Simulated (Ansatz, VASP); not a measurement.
**Two plane-wave programs on WS**

```
W S
1.0
     3.00789    0.00000    0.00000
     0.00000    3.00789    0.00000
     0.00000    0.00000    3.00789
W S
1 1
Direct
  0.50000 0.50000 0.50000
  0.00000 0.00000 0.00000
```

Alike in both runs: functional LDA; k mesh 9 × 9 × 9; occupations fermi-dirac, width 0.05 eV; no spin polarisation.

```csv
,VASP,Ansatz
version,VASP 6.6.1,Ansatz 0.2.0
potentials or method,"VASP PAW LDA potentials, release 64 (W_sv, S)",Ansatz PAW
plane-wave cutoff (eV),520,420
valence electrons in the cell,20,20
task,single point,band structure
```

```tsv
	VASP	Ansatz	Ansatz less VASP
gap on the k mesh at the Fermi level (eV)	none	none	-
pressure (GPa)	-10.4	-11.5	-1.13
```

LDA's correlation is that of Perdew and Zunger in VASP and of Perdew and Wang (1992) in Ansatz. A gap of «none» marks a metal or a gap that the smearing closes.

Neither program's run includes spin-orbit coupling.
